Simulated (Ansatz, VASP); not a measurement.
**Two plane-wave programs on Na2S**

Contents of INCAR:

```
PREC = Accurate ; ENCUT = 400
EDIFF = 1E-8 ; ISMEAR = -1
SIGMA = 0.02 ; LREAL = False
LASPH = True ; NELM = 120
ALGO = Normal ; ISIF = 2
LWAVE = False ; LCHARG = False
GGA = PS ; LEFG = True
NBANDS = 17 ; GGA_COMPAT = False
```

KPOINTS

```
regular mesh
0
Gamma
  8 8 8
```

Contents of POSCAR:

```
Na2S
1.0
    0.0000000000      3.2738406112      3.2738406112
    3.2738406112      0.0000000000      3.2738406112
    3.2738406112      3.2738406112      0.0000000000
Na S
2 1
Direct
    0.2500000000      0.2500000000      0.2500000000
    0.7500000000      0.7500000000      0.7500000000
    0.0000000000      0.0000000000      0.0000000000
```

Input for Ansatz:

```yaml
crystal:
  lattice:
    - [0.0, 3.2738406112, 3.2738406112]
    - [3.2738406112, 0.0, 3.2738406112]
    - [3.2738406112, 3.2738406112, 0.0]
  atoms:
    - { symbol: Na, position: [0.25, 0.25, 0.25] }
    - { symbol: Na, position: [0.75, 0.75, 0.75] }
    - { symbol: S, position: [0.0, 0.0, 0.0] }
kpoints:
  mp_grid: { grid: [8, 8, 8] }
scf:
  occupations: { method: fermi_dirac, width: 0.02 }
hamiltonian:
  xc: pbesol
  pseudopotentials: { kind: paw }
output:
  forces: true
  stress: true
  eigenvalues: true
  efg: { contact_densities: true }
  write_density: true
  write_potential: true
  elf: true
  volumetric_format: npy
```

Change from the starting cell: volume scaled by 1.01, PAW files.

Alike in both runs: task electric field gradients; functional PBEsol; k mesh 8 × 8 × 8; occupations fermi-dirac, width 0.02 eV; no spin polarisation.

|  | VASP | Ansatz |
| --- | --- | --- |
| version | VASP 6.6.1 | Ansatz 0.2.0 |
| potentials or method | VASP PAW PBE potentials, release 64 (Na_pv, S) | PAW with Ansatz's default frozen-core files, scalar-relativistic |
| plane-wave cutoff (eV) | 400 | 420 |
| valence electrons in the cell | 20 | 24 |

```tsv
	VASP	Ansatz	Ansatz less VASP
gap on the k mesh at the Fermi level (eV)	2.35	2.36	+0.005
pressure (GPa)	-0.8	-0.6	+0.16
```

VASP's potentials were made for PBE, not for PBEsol. With one functional, cell and mesh, what is left measures potentials, basis and numerics. VASP's potentials hold 20 valence electrons a cell and Ansatz's 24, so a difference there can come from the potentials and not from the codes.
